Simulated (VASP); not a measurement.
The system is K3TaO3.

```
CELL_PARAMETERS angstrom
4.66500 -5.64500 0.00000
4.66500 5.64500 0.00000
0.00000 0.00000 5.52000
ATOMIC_POSITIONS crystal
K 0.38300 0.61700 0.75000
K 0.91600 0.66400 0.75000
K 0.33600 0.08400 0.75000
K 0.61700 0.38300 0.25000
K 0.66400 0.91600 0.25000
K 0.08400 0.33600 0.25000
Ta 0.79000 0.21000 0.75000
Ta 0.21000 0.79000 0.25000
O 0.05700 0.30500 0.75000
O 0.69500 0.94300 0.75000
O 0.61700 0.38300 0.75000
O 0.30500 0.05700 0.25000
O 0.94300 0.69500 0.25000
O 0.38300 0.61700 0.25000
```

| Item | Value |
| --- | --- |
| Program | VASP 6.6.1 |
| Task | relaxation of cell and atoms |
| Functional | PBE |
| Potentials or basis | VASP PAW PBE potentials, release 64 (K_sv, Ta_pv, O) |
| Cutoff | 600 eV |
| k mesh | 2 × 2 × 2 |
| Occupations | gaussian, width 0.15 eV |
| Spin | no spin polarisation |

At the start: pressure -0.7 GPa; volume 20.77 Å³/atom.

Question: How do energy, volume and symmetry change on relaxing?

Answer: Over 19 steps the energy falls by 111.3 meV/atom and the volume is 23.21 Å³/atom (+11.8 %); space group Cmcm (No. 63, to 0.05 Å).

The path:
| step | energy change (eV) | largest force (eV/Å) | pressure (GPa) | volume (Å³) |
| --- | --- | --- | --- | --- |
| 1 | 0.0000 | 2.6229 | -0.73 | 290.73 |
| 2 | 0.1663 | 5.0294 | 11.65 | 286.32 |
| 3 | -0.8070 | 0.6357 | 4.24 | 288.59 |
| 4 | -1.3223 | 0.8616 | 1.43 | 308.63 |
| 5 | -1.4138 | 1.5275 | -0.18 | 324.92 |
| 6 | -1.1561 | 3.4001 | -0.81 | 339.38 |
| 7 | -1.4691 | 0.2053 | -0.52 | 329.05 |
| 8 | -1.4691 | 0.2059 | -0.52 | 328.95 |
| 9 | -1.4821 | 0.3492 | 0.30 | 326.05 |
| 10 | -1.4821 | 0.3422 | 0.29 | 326.11 |
| 11 | -1.4920 | 0.3036 | 0.29 | 325.42 |
| 12 | -1.5160 | 0.1846 | 0.31 | 323.36 |
| 13 | -1.5368 | 0.3618 | 0.37 | 319.25 |
| 14 | -1.5403 | 0.4506 | 0.08 | 319.84 |
| 15 | -1.5423 | 0.2487 | 0.18 | 319.62 |
| 16 | -1.5476 | 0.2107 | 0.12 | 320.53 |
| 17 | -1.5573 | 0.0953 | -0.04 | 323.29 |
| 18 | -1.5501 | 0.1313 | -0.32 | 328.80 |
| 19 | -1.5588 | 0.0456 | -0.12 | 324.90 |

Final structure:
```xyz
14
Lattice="4.7070 -5.7558 0.0000 4.7070 5.7558 0.0000 0.0000 0.0000 5.9961" Properties=species:S:1:pos:R:3 pbc="T T T"
K     4.7070    1.2013    4.4971
K     7.4917   -1.2575    4.4971
K     1.9222   -1.2575    4.4971
K     4.7070   -1.2013    1.4990
K     7.4917    1.2575    1.4990
K     1.9222    1.2575    1.4990
Ta    4.7070   -3.4304    4.4971
Ta    4.7070    3.4304    1.4990
O     1.6486    1.4442    4.4971
O     7.7654    1.4442    4.4971
O     4.7070   -1.5495    4.4971
O     1.6486   -1.4442    1.4990
O     7.7654   -1.4442    1.4990
O     4.7070    1.5495    1.4990
```

Caveat: the k points lie up to 0.52 Å⁻¹ apart in the final cell; the relaxation stopped at a loose force limit of 0.08 eV/Å, so its end isn't a converged minimum.
